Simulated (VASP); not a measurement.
Input of a VASP 6.6.1 run:

File INCAR:

```
SYSTEM = TiCo3
  PREC = Accurate
  ENCUT = 520
  EDIFF = 1E-6
  ISMEAR = 0
  SIGMA = 0.15
  LREAL = .False.
  LASPH = .True.
  NELM = 150
  ALGO = Normal
  ISIF = 2
  LWAVE = .False.
  LCHARG = .False.
  ISPIN = 2
  MAGMOM = 0.2 0.44 0.44 0.44
  LORBIT = 11
  NUPDOWN = 1.52
  LMAXMIX = 4
  GGA = PS
  NBANDS = 32
```

The input KPOINTS:

```
Automatic mesh
0
Gamma
  12 12 12
  0 0 0
```

File POSCAR:

```
TiCo3
1.0
    3.4529205823      0.0000000000      0.0000000000
    0.0000000000      3.4529205823      0.0000000000
    0.0000000000      0.0000000000      3.4529205823
Ti Co
1 3
Direct
    0.0000000000      0.0000000000      0.0000000000
    0.0000000000      0.5000000000      0.5000000000
    0.5000000000      0.0000000000      0.5000000000
    0.5000000000      0.5000000000      0.0000000000
```

Potentials or basis: VASP PAW PBE potentials, release 64 (Ti_sv, Co).

Command:

```console
$ cat potpaw_PBE.64/Ti_sv/POTCAR potpaw_PBE.64/Co/POTCAR > POTCAR
$ mpirun -np 1 vasp_std > vasp.out
```

**Question.** What does it give for the pressure?

**Answer.** 18.6 GPa.

Caveat: the cell stands under pressure; the PAW data sets were made with another functional, which shifts forces and pressure a little; the total moment is fixed, so each spin has its own Fermi level and the state may be an excited one.
